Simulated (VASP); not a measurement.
# Te (P6_3/mmc) in VASP: a series of runs

The runs below take Te through single point, with PBE+D3(BJ).

All numbers are computed with VASP 6.6.1; they aren't measurements. Logs are shortened: lines on timing, memory, paths and dates and some standing lists are left out, and cuts for length are marked.

### Step 1. The cell of the first run

It takes space group P6_3/mmc (No. 194, hexagonal). The conventional cell has a = 3.202 Å, b = 3.202 Å, c = 4.944 Å, α = 90.00°, β = 90.00°, γ = 120.00°. Within 4.1 Å of Te (site symmetry -6m2) lie 12 Te at 3.09 to 3.20 Å.

### Step 2. Single point, PBE+D3(BJ)

File INCAR:

```
  ALGO = Normal
  EDIFF = 1E-7
  ENCUT = 520
  GGA = PE
  ISIF = 2
  ISMEAR = -1
  IVDW = 12
  LASPH = True
  LCHARG = True
  LELF = True
  LREAL = False
  LVHAR = True
  LWAVE = False
  NBANDS = 13
  NELM = 80
  PREC = Accurate
  SIGMA = 0.05
```

File KPOINTS:

```
k-points
0
Gamma
  6 6 3
```

File POSCAR:

```
Te
1.0
    3.2023143102      0.0000000000      0.0000000000
   -1.6011571551      2.7732855436      0.0000000000
    0.0000000000      0.0000000000      4.9444727905
Te
2
Direct
    0.3333333333      0.6666666667      0.2500000000
    0.6666666667      0.3333333333      0.7500000000
```

Potentials or basis: VASP PAW PBE potentials, release 64 (Te).

The run is started by

```sh
$ cat potpaw_PBE.64/Te/POTCAR > POTCAR
$ mpirun -np 1 vasp_std > vasp.out
```

OUTCAR:

```text
EDIFF = 1E-7
   ENCUT = 520
   GGA = PE
   ISIF = 2
   ISMEAR = -1
   IVDW = 12
   LASPH = True
   LREAL = False
   NELM = 80
   PREC = Accurate
 IVDW          = 12

 ion  position               nearest neighbor table
   1  0.333  0.667  0.250-   2 3.09   2 3.09   2 3.09   2 3.09   2 3.09   2 3.09
   2  0.667  0.333  0.750-   1 3.09   1 3.09   1 3.09   1 3.09   1 3.09   1 3.09

  LATTYP: Found a hexagonal cell.
 ALAT       =     3.2023143102
 C/A-ratio  =     1.5440310699

  Lattice vectors:

 A1 = (   3.2023143102,   0.0000000000,   0.0000000000)
 A2 = (  -1.6011571551,   2.7732855436,   0.0000000000)
 A3 = (   0.0000000000,   0.0000000000,   4.9444727905)

Analysis of symmetry for initial positions (statically):
=====================================================================
 Subroutine PRICEL returns:
 Original cell was already a primitive cell.

 Routine SETGRP: Setting up the symmetry group for a
 hexagonal supercell.

 Subroutine GETGRP returns: Found 24 space group operations
 (whereof 12 operations were pure point group operations)
 out of a pool of 24 trial point group operations.

The static configuration has the point symmetry D_3d.
 The point group associated with its full space group is D_6h.

Analysis of symmetry for dynamics (positions and initial velocities):
=====================================================================
 Subroutine PRICEL returns:
 Original cell was already a primitive cell.

 Routine SETGRP: Setting up the symmetry group for a
 hexagonal supercell.

 Subroutine GETGRP returns: Found 24 space group operations
 (whereof 12 operations were pure point group operations)
 out of a pool of 24 trial point group operations.

The dynamic configuration has the point symmetry D_3d.
 The point group associated with its full space group is D_6h.

 Subroutine INISYM returns: Found 24 space group operations
 (whereof 12 operations are pure point group operations),
 and found     1 'primitive' translations

----------------------------------------------------------------------------------------

                                     Primitive cell

  volume of cell :      43.9115

  direct lattice vectors                    reciprocal lattice vectors
     3.202314310  0.000000000  0.000000000     0.312274156  0.180291568  0.000000000
    -1.601157155  2.773285544  0.000000000     0.000000000  0.360583137  0.000000000
     0.000000000  0.000000000  4.944472790     0.000000000  0.000000000  0.202246032

  length of vectors
     3.202314310  3.202314310  4.944472790     0.360583137  0.360583137  0.202246032

  position of ions in fractional coordinates (direct lattice)
     0.333333333  0.666666667  0.250000000
     0.666666667  0.333333333  0.750000000

  ion indices of the primitive-cell ions
   primitive index   ion index
                 1           1
                 2           2

----------------------------------------------------------------------------------------

 KPOINTS: k-points

Automatic generation of k-mesh.
 Grid dimensions read from file:
 generate k-points for:    6    6    3

 Generating k-lattice:

  Cartesian coordinates                     Fractional coordinates (reciprocal lattice)
     0.052045693  0.030048595  0.000000000     0.166666667  0.000000000  0.000000000
     0.000000000  0.060097189  0.000000000     0.000000000  0.166666667  0.000000000
     0.000000000  0.000000000  0.067415344     0.000000000  0.000000000  0.333333333

  Length of vectors
     0.060097189  0.060097189  0.067415344

  Shift w.r.t. Gamma in fractional coordinates (k-lattice)
     0.000000000  0.000000000  0.000000000

 Subroutine IBZKPT returns following result:
 ===========================================

 Found     14 irreducible k-points:

 Following reciprocal coordinates:
            Coordinates               Weight
  0.000000  0.000000  0.000000      1.000000
  0.166667  0.000000  0.000000      6.000000
  0.333333  0.000000  0.000000      6.000000
  0.500000 -0.000000  0.000000      3.000000
  0.166667  0.166667  0.000000      6.000000
  0.333333  0.166667  0.000000     12.000000
  0.333333  0.333333  0.000000      2.000000
  0.000000  0.000000  0.333333      2.000000
  0.166667  0.000000  0.333333     12.000000
  0.333333  0.000000  0.333333     12.000000
  0.500000 -0.000000  0.333333      6.000000
  0.166667  0.166667  0.333333     12.000000
  0.333333  0.166667  0.333333     24.000000
  0.333333  0.333333  0.333333      4.000000
   k-points           NKPTS =     14   k-points in BZ     NKDIM =     14   number of bands    NBANDS=     13
   number of dos      NEDOS =    301   number of ions     NIONS =      2
   total plane-waves  NPLWV =  23040
   dimension x,y,z NGX =    24 NGY =   24 NGZ =   40
   dimension x,y,z NGXF=    48 NGYF=   48 NGZF=   80
   ions per type =               2
   NGX,Y,Z   is equivalent  to a cutoff of  12.46, 12.46, 13.45 a.u.
   NGXF,Y,Z  is equivalent  to a cutoff of  24.92, 24.92, 26.90 a.u.
 SYSTEM =  unknown system
   PREC   = accura    normal or accurate (medium, high low for compatibility)
   ISTART =      0    job   : 0-new  1-cont  2-samecut
   ICHARG =      2    charge: 1-file 2-atom 10-const
   ISPIN  =      1    spin polarized calculation?
   LNONCOLLINEAR =      F non collinear calculations
   LSORBIT =      F    spin-orbit coupling
   LASPH  =      T    aspherical Exc in radial PAW
   ENCUT  =  520.0 eV  38.22 Ry    6.18 a.u.   5.95  5.95  9.19*2*pi/ulx,y,z
   NELM   =     80;   NELMIN=  2; NELMDL= -5     # of ELM steps
   EDIFF  = 0.1E-06   stopping-criterion for ELM
   LREAL  =      F    real-space projection
   EDIFFG = 0.1E-05   stopping-criterion for IOM
   NSW    =      0    number of steps for IOM
   IBRION =     -1    ionic relax: 0-MD 1-quasi-New 2-CG
   NFREE  =      0    steps in history (QN), initial steepest desc. (CG)
   ISIF   =      2    stress and relaxation
   ISYM   =      2    0-nonsym 1-usesym 2-fastsym
   POTIM  = 0.5000    time-step for ionic-motion
   TEBEG  =    0.0;   TEEND  =   0.0 temperature during run
   PSTRESS=    0.0 pullay stress
   NELECT =      12.0000    total number of electrons
   NUPDOWN=      -1.0000    fix difference up-down
   EMIN   =  10.00;   EMAX   =-10.00  energy-range for DOS
   EFERMI =   0.00;   METHOD = LEGACY
   ISMEAR =    -1;   SIGMA  =   0.05  broadening in eV -4-tet -1-fermi 0-gaus
   EFERMI_NEDOS =   21; number of points for ismear=-14 and -15
   IALGO  =     38    algorithm
   IMIX   =      4    mixing-type and parameters
     AMIX     =   0.40;   BMIX     =  1.00
     AMIX_MAG =   1.60;   BMIX_MAG =  1.00
  volume/ion in A,a.u.               =      21.96       148.16
  Fermi-wavevector in a.u.,A,eV,Ry     =   1.062370  2.007588 15.355939  1.128630
  Thomas-Fermi vector in A             =   2.197818
   LORBIT       =      0    0 simple, 1 ext, 2 COOP (PROOUT), +10 PAW based schemes
   GGA     = PE    functional components
   LHFCALC =     F    Hartree Fock is set to
   AEXX    =    0.0000 exact exchange contribution
   IVDW    =    12    specifies the selected vdW correction
   LEPSILON=     F    determine dielectric tensor
   LRPA    =     F    only Hartree local field effects (RPA)
 non-spin polarized calculation
  energy-cutoff  :      520.00
  volume of cell :       43.91
 maximum number of plane-waves:      1209
 NGX is ok and might be reduce to    24
   NGX = 11   NGY = 11   NGZ = 19

 number of electron      12.0000000 magnetization

 Free energy of the ion-electron system (eV)
  ---------------------------------------------------
  ext. energy  EPLUGINS =         0.00000000
  ---------------------------------------------------
  free energy    TOTEN  =        -4.78787556 eV

  energy without entropy =       -4.77445528  energy(sigma->0) =       -4.78116542

 E-fermi :  11.8991     XC(G=0): -11.2793

 val. band max:       11.4995218365   @ k =   0.3333   0.1667   0.3333
 cond. band min:      11.9053741736   @ k =   0.1667   0.0000   0.3333
 fundamental gap:      0.4058523371
 Fermi energy:        11.8991168561

 k-point     1 :       0.0000    0.0000    0.0000
  band No.  band energies     occupation
      1      -4.4189      2.00000
      2       0.5621      2.00000
      3       3.8153      2.00000
      4      13.6579      0.00000
      5      13.6579      0.00000
      6      15.7934      0.00000
      7      15.7934      0.00000
      8      17.3755      0.00000
      9      18.5167      0.00000
     10      20.2792      0.00000
     11      21.4711      0.00000
     12      21.4711      0.00000
     13      23.4284      0.00000

 k-point     2 :       0.1667    0.0000    0.0000
  band No.  band energies     occupation
      1      -3.8837      2.00000
      2       0.9949      2.00000
      3       4.3700      2.00000
      4      10.1372      2.00000
      5      12.2830      0.00093
      6      13.6633      0.00000
      7      15.9087      0.00000
      8      15.9938      0.00000
      9      17.7870      0.00000
     10      21.0130      0.00000
     11      21.1708      0.00000
     12      22.0822      0.00000
     13      22.0993      0.00000

 k-point     3 :       0.3333    0.0000    0.0000
  band No.  band energies     occupation
      1      -2.3259      2.00000
      2       1.8797      2.00000
      3       5.9568      2.00000
      4       6.1538      2.00000
      5       9.9201      2.00000
      6      10.7696      2.00000
      7      12.6423      0.00000
      8      14.9811      0.00000
      9      15.6979      0.00000
     10      19.4413      0.00000
     11      20.7899      0.00000
     12      20.8893      0.00000
     13      23.7582      0.00000

 k-point     4 :       0.5000   -0.0000    0.0000
  band No.  band energies     occupation
      1      -0.5397      2.00000
      2       1.0850      2.00000
      3       5.7701      2.00000
      4       7.3266      2.00000
      5       7.6454      2.00000
      6      10.1880      2.00000
      7      10.2144      2.00000
      8      14.5046      0.00000
      9      15.0746      0.00000
     10      18.9104      0.00000
     11      20.4361      0.00000
     12      20.4909      0.00000
     13      25.4756      0.00000

 k-point     5 :       0.1667    0.1667    0.0000
  band No.  band energies     occupation
      1      -2.8324      2.00000
      2       1.7136      2.00000
      3       5.4485      2.00000
      4       7.8136      2.00000
      5       8.8815      2.00000
      6      12.4679      0.00002
      7      13.5533      0.00000
      8      13.8664      0.00000
      9      18.0337      0.00000
     10      19.0638      0.00000
     11      19.7940      0.00000
     12      22.5120      0.00000
     13      24.1353      0.00000
[... 97 lines left out ...]
 k-point    12 :       0.1667    0.1667    0.3333
  band No.  band energies     occupation
      1      -2.1570      2.00000
      2      -0.2259      2.00000
      3       7.2786      2.00000
      4       9.0506      2.00000
      5       9.7518      2.00000
      6      10.3909      2.00000
      7      11.9693      0.39456
      8      14.5288      0.00000
      9      19.2228      0.00000
     10      19.3608      0.00000
     11      20.3327      0.00000
     12      21.4212      0.00000
     13      22.2586      0.00000

 k-point    13 :       0.3333    0.1667    0.3333
  band No.  band energies     occupation
      1      -0.2978      2.00000
      2       1.1473      2.00000
      3       4.8474      2.00000
      4       6.2605      2.00000
      5       8.2776      2.00000
      6      10.0414      2.00000
      7      11.4995      1.99932
      8      13.9980      0.00000
      9      18.3826      0.00000
     10      19.0617      0.00000
     11      20.0057      0.00000
     12      21.4552      0.00000
     13      22.1936      0.00000

 k-point    14 :       0.3333    0.3333    0.3333
  band No.  band energies     occupation
      1       1.1675      2.00000
      2       1.1675      2.00000
      3       5.7350      2.00000
      4       5.7350      2.00000
      5       5.8496      2.00000
      6       7.7865      2.00000
      7      13.0667      0.00000
      8      13.0667      0.00000
      9      17.5276      0.00000
     10      20.9659      0.00000
     11      20.9659      0.00000
     12      22.9463      0.00000
     13      24.0571      0.00000

------------------------ aborting loop because EDIFF is reached ----------------------------------------

 Edisp (eV)   -1.32879

 E8    (eV) :    -0.6029

  FORCE on cell =-STRESS in cart. coord.  units (eV):
  Direction    XX          YY          ZZ          XY          YZ          ZX
  --------------------------------------------------------------------------------------
  -------------------------------------------------------------------------------------
  Total       5.43546     5.43546     5.44752    -0.00000    -0.00000     0.00000
  in kB     198.32076   198.32076   198.76078    -0.00000    -0.00000     0.00000
  external pressure =      198.47 kB  Pullay stress =        0.00 kB

 VOLUME and BASIS-vectors are now :
 -----------------------------------------------------------------------------
  energy-cutoff  :      520.00
  volume of cell :       43.91
      direct lattice vectors                 reciprocal lattice vectors
     3.202314310  0.000000000  0.000000000     0.312274156  0.180291568  0.000000000
    -1.601157155  2.773285544  0.000000000     0.000000000  0.360583137  0.000000000
     0.000000000  0.000000000  4.944472790     0.000000000  0.000000000  0.202246032

 POSITION                                       TOTAL-FORCE (eV/Angst)
 -----------------------------------------------------------------------------------
     -0.00000      1.84886      1.23612        -0.000000      0.000000      0.000000
      1.60116      0.92443      3.70835         0.000000     -0.000000      0.000000
 -----------------------------------------------------------------------------------
    total drift:                               -0.000000      0.000000      0.000000

  FREE ENERGIE OF THE ION-ELECTRON SYSTEM (eV)
  ---------------------------------------------------
  free  energy   TOTEN  =        -6.1166704300 eV

  energy  without entropy=       -6.1032501449  energy(sigma->0) =       -6.10996029
```

Wall time 14 s (1 thread of AMD EPYC 7R13 (Zen 3), shared host); peak memory 0.13 GiB.

Results:

* Free energy: -6.1167 eV
* Pressure: 19.8 GPa
* Band gap on the k mesh: zero (band 6 reaches 15.79 eV, above the bottom of band 7 at 9.33 eV)
* Dispersion energy per atom: -0.664 eV

Caveat: the k points lie up to 0.42 Å⁻¹ apart; spin-orbit coupling is left out, which moves the levels of the heavy elements; pairwise dispersion overbinds metals, which lowers pressure and volume.

### Step 3. Single point, PBE+D3(BJ)

This run uses another cell than the first one, of 23.85 Å³/atom, 1.086 times its volume.

File INCAR:

```
PREC = Accurate
ENCUT = 520
EDIFF = 1E-6
ISMEAR = -1
SIGMA = 0.05
LREAL = False
LASPH = True
NELM = 60
ALGO = Normal
ISIF = 2
LWAVE = False
LCHARG = False
GGA = PE
IVDW = 12
NBANDS = 13
```

File KPOINTS:

```
Automatic mesh
0
Gamma
  6 6 3
```

File POSCAR:

```
Te
1.0
    3.3036829084      0.0000000000      0.0000000000
   -1.6518414542      2.8610733247      0.0000000000
    0.0000000000      0.0000000000      5.0474901782
Te
2
Direct
    0.3333333333      0.6666666667      0.2500000000
    0.6666666667      0.3333333333      0.7500000000
```

Potentials or basis: VASP PAW PBE potentials, release 64 (Te).

The run is started by

```sh
$ cat potpaw_PBE.64/Te/POTCAR > POTCAR
$ mpirun -np 1 vasp_std > vasp.out
```

Wall time 14 s (1 thread of AMD EPYC 7R13 (Zen 3), shared host); peak memory 0.15 GiB.

It converged, with:

| Property | Result |
| --- | --- |
| Free energy | -6.4605 eV |
| Pressure | 9.9 GPa |
| Band gap on the k mesh | zero (band 6 reaches 13.88 eV, above the bottom of band 7 at 8.19 eV) |
| Dispersion energy per atom | -0.611 eV |

Levels at points of the mesh, in eV from the Fermi level:
| k point | band 2 | band 3 | band 4 | band 5 | band 6 | band 7 | band 8 | band 9 | band 10 | band 11 |
| --- | --- | --- | --- | --- | --- | --- | --- | --- | --- | --- |
| (0.00, 0.00, 0.00) | -10.83 | -7.19 | 1.56 | 1.56 | 3.52 | 3.52 | 5.04 | 6.40 | 8.50 | 9.43 |
| (0.50, 0.00, 0.00) | -10.38 | -5.62 | -3.99 | -3.71 | -1.46 | -1.28 | 2.45 | 3.48 | 7.08 | 8.40 |

Caveat: the k points lie up to 0.41 Å⁻¹ apart; spin-orbit coupling is left out, which moves the levels of the heavy elements; pairwise dispersion overbinds metals, which lowers pressure and volume.

### Step 4. Single point, PBE+D3(BJ)

This run uses another cell than the first one, of 25.92 Å³/atom, 1.181 times its volume.

File INCAR:

```
SYSTEM = Te
  PREC = Accurate
  ENCUT = 520
  EDIFF = 1E-6
  ISMEAR = -1
  SIGMA = 0.05
  LREAL = .False.
  LASPH = .True.
  NELM = 60
  ALGO = Normal
  ISIF = 2
  LWAVE = .False.
  LCHARG = .False.
  GGA = PE
  IVDW = 12
  NBANDS = 13
```

File KPOINTS:

```
regular mesh
0
Gamma
  6 6 3
  0 0 0
```

File POSCAR:

```
Te
1.0
    3.5787843047      0.0000000000      0.0000000000
   -1.7893921524      3.0993181225      0.0000000000
    0.0000000000      0.0000000000      4.6742363662
Te
2
Direct
    0.3333333333      0.6666666667      0.2500000000
    0.6666666667      0.3333333333      0.7500000000
```

The run is started by

```sh
$ cat potpaw_PBE.64/Te/POTCAR > POTCAR
$ mpirun -np 1 vasp_std > vasp.out
```

Run time: 12 s. Hardware: 1 thread of AMD EPYC 7R13 (Zen 3), shared host; peak memory 0.14 GiB.

The run converged. Its results:

| Item | Value |
| --- | --- |
| Free energy | -6.7283 eV |
| Pressure | 4.9 GPa |
| Band gap on the k mesh | zero (band 6 reaches 11.35 eV, above the bottom of band 7 at 7.02 eV) |
| Dispersion energy per atom | -0.564 eV |

Levels at points of the mesh, in eV from the Fermi level:
| k point | band 2 | band 3 | band 4 | band 5 | band 6 | band 7 | band 8 | band 9 | band 10 | band 11 |
| --- | --- | --- | --- | --- | --- | --- | --- | --- | --- | --- |
| (0.00, 0.00, 0.00) | -9.27 | -6.17 | -0.23 | -0.23 | 2.25 | 2.25 | 4.39 | 4.96 | 7.35 | 8.67 |
| (0.50, 0.00, 0.00) | -10.46 | -4.57 | -3.41 | -2.50 | -2.36 | -1.03 | 2.48 | 2.97 | 7.14 | 7.98 |

Caveat: the k points lie up to 0.45 Å⁻¹ apart; spin-orbit coupling is left out, which moves the levels of the heavy elements; pairwise dispersion overbinds metals, which lowers pressure and volume.

(Part 1 of 2 ends here.)
